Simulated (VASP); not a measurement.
# Cs (Fm-3m) in VASP: a series of runs

The runs below take Cs through single point, with PBEsol.

Everything below comes from runs of VASP 6.6.1. Logs are shortened: lines on timing, memory, paths and dates and some standing lists are left out, and cuts for length are marked.

## (1) The cell of the first run

Symmetry: Fm-3m, No. 225, cubic system. The conventional cell has a = 6.105 Å, b = 6.105 Å, c = 6.105 Å, α = 90.00°, β = 90.00°, γ = 90.00°. Cs (site symmetry m-3m) has 12 Cs at 4.32 Å within 5.7 Å.

## (2) Single point, PBEsol (volume scaled by 0.515, to set the pressure)

INCAR

```
SYSTEM = Cs
PREC = Accurate ; ENCUT = 520
EDIFF = 1E-7 ; ISMEAR = -1
SIGMA = 0.05 ; LREAL = .FALSE.
LASPH = .TRUE. ; NELM = 60
ALGO = Normal ; ISIF = 2
LWAVE = .FALSE. ; LCHARG = .FALSE.
GGA = PS ; NBANDS = 10
```

KPOINTS

```
Automatic mesh
0
G
  11 11 11
  0 0 0
```

POSCAR

```
Cs
1.0
    0.0000000000      3.0524251965      3.0524251965
    3.0524251965      0.0000000000      3.0524251965
    3.0524251965      3.0524251965      0.0000000000
Cs
1
Direct
    0.0000000000      0.0000000000      0.0000000000
```

Potentials or basis: VASP PAW PBE potentials, release 64 (Cs_sv).

Started as:

```console
> cat potpaw_PBE.64/Cs_sv/POTCAR > POTCAR
> mpirun -np 1 vasp_std > vasp.out
```

OUTCAR:

```text
SYSTEM = Cs
   PREC = Accurate
   ENCUT = 520
   EDIFF = 1E-7
   ISMEAR = -1
   LREAL = .FALSE.
   LASPH = .TRUE.
   NELM = 60
   ISIF = 2
   GGA = PS

 ion  position               nearest neighbor table
   1  0.000  0.000  0.000-

  LATTYP: Found a face centered cubic cell.
 ALAT       =     6.1048503930

  Lattice vectors:

 A1 = (   0.0000000000,   3.0524251965,   3.0524251965)
 A2 = (   3.0524251965,   0.0000000000,   3.0524251965)
 A3 = (   3.0524251965,   3.0524251965,   0.0000000000)

Analysis of symmetry for initial positions (statically):
=====================================================================
 Subroutine PRICEL returns:
 Original cell was already a primitive cell.

 Routine SETGRP: Setting up the symmetry group for a
 face centered cubic supercell.

 Subroutine GETGRP returns: Found 48 space group operations
 (whereof 48 operations were pure point group operations)
 out of a pool of 48 trial point group operations.

The static configuration has the point symmetry O_h .

Analysis of symmetry for dynamics (positions and initial velocities):
=====================================================================
 Subroutine PRICEL returns:
 Original cell was already a primitive cell.

 Routine SETGRP: Setting up the symmetry group for a
 face centered cubic supercell.

 Subroutine GETGRP returns: Found 48 space group operations
 (whereof 48 operations were pure point group operations)
 out of a pool of 48 trial point group operations.

The dynamic configuration has the point symmetry O_h .

 Subroutine INISYM returns: Found 48 space group operations
 (whereof 48 operations are pure point group operations),
 and found     1 'primitive' translations

----------------------------------------------------------------------------------------

                                     Primitive cell

  volume of cell :      56.8807

  direct lattice vectors                    reciprocal lattice vectors
     0.000000000  3.052425197  3.052425197    -0.163804178  0.163804178  0.163804178
     3.052425197  0.000000000  3.052425197     0.163804178 -0.163804178  0.163804178
     3.052425197  3.052425197  0.000000000     0.163804178  0.163804178 -0.163804178

  length of vectors
     4.316781111  4.316781111  4.316781111     0.283717159  0.283717159  0.283717159

  position of ions in fractional coordinates (direct lattice)
     0.000000000  0.000000000  0.000000000

  ion indices of the primitive-cell ions
   primitive index   ion index
[... 72 lines left out ...]
   NELM   =     60;   NELMIN=  2; NELMDL= -5     # of ELM steps
   EDIFF  = 0.1E-06   stopping-criterion for ELM
   LREAL  =      F    real-space projection
   EDIFFG = 0.1E-05   stopping-criterion for IOM
   NSW    =      0    number of steps for IOM
   IBRION =     -1    ionic relax: 0-MD 1-quasi-New 2-CG
   NFREE  =      0    steps in history (QN), initial steepest desc. (CG)
   ISIF   =      2    stress and relaxation
   ISYM   =      2    0-nonsym 1-usesym 2-fastsym
   POTIM  = 0.5000    time-step for ionic-motion
   TEBEG  =    0.0;   TEEND  =   0.0 temperature during run
   PSTRESS=    0.0 pullay stress
   NELECT =       9.0000    total number of electrons
   NUPDOWN=      -1.0000    fix difference up-down
   EMIN   =  10.00;   EMAX   =-10.00  energy-range for DOS
   EFERMI =   0.00;   METHOD = LEGACY
   ISMEAR =    -1;   SIGMA  =   0.05  broadening in eV -4-tet -1-fermi 0-gaus
   EFERMI_NEDOS =   21; number of points for ismear=-14 and -15
   IALGO  =     38    algorithm
   IMIX   =      4    mixing-type and parameters
     AMIX     =   0.40;   BMIX     =  1.00
     AMIX_MAG =   1.60;   BMIX_MAG =  1.00
  volume/ion in A,a.u.               =      56.88       383.85
  Fermi-wavevector in a.u.,A,eV,Ry     =   0.885457  1.673270 10.667423  0.784033
  Thomas-Fermi vector in A             =   2.006493
   LORBIT       =      0    0 simple, 1 ext, 2 COOP (PROOUT), +10 PAW based schemes
   GGA     = PS    functional components
   LHFCALC =     F    Hartree Fock is set to
   AEXX    =    0.0000 exact exchange contribution
   IVDW    =     0    specifies the selected vdW correction
   LEPSILON=     F    determine dielectric tensor
   LRPA    =     F    only Hartree local field effects (RPA)
 non-spin polarized calculation
  energy-cutoff  :      520.00
  volume of cell :       56.88
 maximum number of plane-waves:      1550
   NGX = 17   NGY = 17   NGZ = 17

 number of electron       9.0000001 magnetization

 Free energy of the ion-electron system (eV)
  ---------------------------------------------------
  ext. energy  EPLUGINS =         0.00000000
  ---------------------------------------------------
  free energy    TOTEN  =        -0.60378551 eV

  energy without entropy =       -0.59066109  energy(sigma->0) =       -0.59722330

 E-fermi :   2.7830     XC(G=0):  -7.7017

 val. band max:        2.7640678920   @ k =   0.4545   0.2727   0.0000
 cond. band min:       2.8103993023   @ k =  -0.4545   0.3636   0.0909
 fundamental gap:      0.0463314102
 Fermi energy:         2.7829728704

 k-point     1 :       0.0000    0.0000    0.0000
  band No.  band energies     occupation
      1     -20.9749      2.00000
      2      -7.2453      2.00000
      3      -7.2453      2.00000
      4      -7.2453      2.00000
      5       0.6041      2.00000
      6       5.5641      0.00000
      7       5.5641      0.00000
      8       5.5641      0.00000
      9       7.6808      0.00000
     10       7.6808      0.00000
[... 287 lines left out ...]
 k-point    24 :      -0.1818    0.1818    0.0000
  band No.  band energies     occupation
      1     -20.8893      2.00000
      2      -7.9117      2.00000
      3      -7.5162      2.00000
      4      -7.3127      2.00000
      5       2.2743      1.99992
      6       4.4156      0.00000
      7       5.1206      0.00000
      8       6.2507      0.00000
      9       6.4487      0.00000
     10       8.6967      0.00000

 [... further k-points ...]
[... 5 lines left out ...]
  --------------------------------------------------------------------------------------
  -------------------------------------------------------------------------------------
  Total        1.0444169      1.0444169      1.0444169     -0.0000000     -0.0000000     -0.0000000
  in kB       29.4184219     29.4184219     29.4184219     -0.0000000     -0.0000000     -0.0000000
  external PRESSURE =      29.4184219 kB  Pullay stress =       0.0000000 kB

 VOLUME and BASIS-vectors are now :
 -----------------------------------------------------------------------------
  energy-cutoff  :      520.00
  volume of cell :       56.88
      direct lattice vectors                 reciprocal lattice vectors
     0.000000000  3.052425197  3.052425197    -0.163804178  0.163804178  0.163804178
     3.052425197  0.000000000  3.052425197     0.163804178 -0.163804178  0.163804178
     3.052425197  3.052425197  0.000000000     0.163804178  0.163804178 -0.163804178

 POSITION                                       TOTAL-FORCE (eV/Angst)
 -----------------------------------------------------------------------------------
      0.00000      0.00000      0.00000        -0.000000     -0.000000      0.000000
 -----------------------------------------------------------------------------------
    total drift:                                0.000000      0.000000     -0.000000

  FREE ENERGIE OF THE ION-ELECTRON SYSTEM (eV)
  ---------------------------------------------------
  free  energy   TOTEN  =        -0.6037855108 eV

  energy  without entropy=       -0.5906610904  energy(sigma->0) =       -0.59722330
```

OSZICAR:

```text
N       E                     dE             d eps       ncg     rms          rms(c)
DAV:   1     0.456902053139E+02    0.45690E+02   -0.35726E+03  1120   0.697E+02
DAV:   2     0.268889063537E+01   -0.43001E+02   -0.41777E+02  1364   0.118E+02
DAV:   3    -0.596387949272E+00   -0.32853E+01   -0.32787E+01  1326   0.361E+01
DAV:   4    -0.623724341070E+00   -0.27336E-01   -0.27327E-01  1368   0.371E+00
DAV:   5    -0.623826744437E+00   -0.10240E-03   -0.10240E-03  1322   0.220E-01    0.489E-01
DAV:   6    -0.608862089852E+00    0.14965E-01   -0.18598E-02  1260   0.641E-01    0.251E-01
DAV:   7    -0.603806289798E+00    0.50558E-02   -0.18403E-02  1258   0.641E-01    0.910E-02
DAV:   8    -0.603787038247E+00    0.19252E-04   -0.18157E-04  1272   0.105E-01    0.821E-03
DAV:   9    -0.603786758300E+00    0.27995E-06   -0.11224E-06  1354   0.803E-03    0.571E-03
DAV:  10    -0.603785275120E+00    0.14832E-05   -0.12129E-06  1226   0.790E-03    0.102E-03
DAV:  11    -0.603785448438E+00   -0.17332E-06   -0.48509E-08   742   0.123E-03    0.478E-04
DAV:  12    -0.603785510838E+00   -0.62401E-07   -0.35368E-09   642   0.478E-04
   1 F= -.60378551E+00 E0= -.59722330E+00  d E =-.131244E-01
```

Wall time 32 s (1 thread of AMD EPYC 7R13, shared host); peak memory 0.16 GiB.

What came out:

* Free energy: -0.6038 eV
* Pressure: 2.9 GPa

Levels at points of the mesh, in eV from the Fermi level:
| k point | band 2 | band 3 | band 4 | band 5 | band 6 | band 7 | band 8 | band 9 |
| --- | --- | --- | --- | --- | --- | --- | --- | --- |
| (0.00, 0.00, 0.00) | -10.03 | -10.03 | -10.03 | -2.18 | 2.78 | 2.78 | 2.78 | 4.90 |

Caveat: the cell differs from its parent crystal (volume scaled by 0.515, to set the pressure); the PAW data sets were made with another functional, which shifts forces and pressure a little; spin-orbit coupling is left out, which moves the levels of the heavy elements.

[end of part 1 of 2]
